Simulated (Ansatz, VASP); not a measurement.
**Two plane-wave programs on Ag**

The input INCAR:

```
SYSTEM = Ag
ALGO     = Normal         ! electronic algorithm
EDIFF    = 1E-6           ! SCF threshold, eV
ENCUT    = 520            ! plane-wave cutoff, eV
GGA      = RP             ! functional
ISIF     = 2              ! what is computed and relaxed
ISMEAR   = -1             ! smearing method
LASPH    = .True.         ! aspherical terms in the spheres
LCHARG   = .True.         ! write CHGCAR
LELF     = .True.         ! ELF
LREAL    = .False.        ! projectors in reciprocal space
LVHAR    = .True.       
LWAVE    = .False.        ! write WAVECAR
NBANDS   = 24             ! bands
NELM     = 60             ! most SCF steps
PREC     = Accurate       ! precision mode
SIGMA    = 0.1            ! smearing width, eV
```

The input KPOINTS:

```
k-points
0
Gamma
  9 9 12
  0 0 0
```

The input POSCAR:

```
Ag
1.0
    4.9233770288      0.0000000000      0.0000000000
   -2.4616885144      4.2637695794      0.0000000000
    0.0000000000      0.0000000000      2.9515562945
Ag
3
Direct
    1.0000000000      1.0000000000      0.0000000000
    0.3333333333      0.6666666667      0.5000000000
    0.6666666667      0.3333333333      0.5000000000
```

Input for Ansatz:

```yaml
crystal:
  lattice:
    - [4.9233770288, 0.0, 0.0]
    - [-2.4616885144, 4.2637695794, 0.0]
    - [0.0, 0.0, 2.9515562945]
  atoms:
    - { symbol: Ag, position: [1.0, 1.0, 0.0] }
    - { symbol: Ag, position: [0.3333333333, 0.6666666667, 0.5] }
    - { symbol: Ag, position: [0.6666666667, 0.3333333333, 0.5] }
hamiltonian:
  xc: rpbe
  pseudopotentials:
    kind: paw
    azcp:
      Ag: "pseudopotentials/Ag.paw.azcp"
basis:
  ecutwfc: 420
  fft_grid_basis: typed
kpoints:
  mp_grid: { grid: [9, 9, 12], shift: [0, 0, 0] }
magnetization:
  spin_polarized: false
scf:
  occupations: { method: fermi_dirac, width: 0.1 }
  lower_state_search: "off"
output:
  stress: true
  write_density: true
  write_potential: true
  elf: true
  volumetric_format: npy
```

Alike in both runs: task single point; functional RPBE; k mesh 9 × 9 × 12; occupations fermi-dirac, width 0.1 eV; no spin polarisation.

|  | VASP | Ansatz |
| --- | --- | --- |
| version | VASP 6.6.1 | Ansatz 0.2.0 |
| potentials or method | VASP PAW PBE potentials, release 64 (Ag), cutoff 520 eV | plane waves (420 eV) with PAW, scalar-relativistic |
| valence electrons in the cell | 33 | 57 |

|  | VASP | Ansatz | Ansatz less VASP |
| --- | --- | --- | --- |
| pressure (GPa) | -4.3 | -4.3 | +0.01 |
| traceless stress, the component that is largest in VASP (GPa) | -0.14 | -0.15 | -0.009 |

VASP's potentials were made for PBE, not for RPBE. VASP's potentials hold 33 valence electrons a cell and Ansatz's 57, so a difference there can come from the potentials and not from the codes.
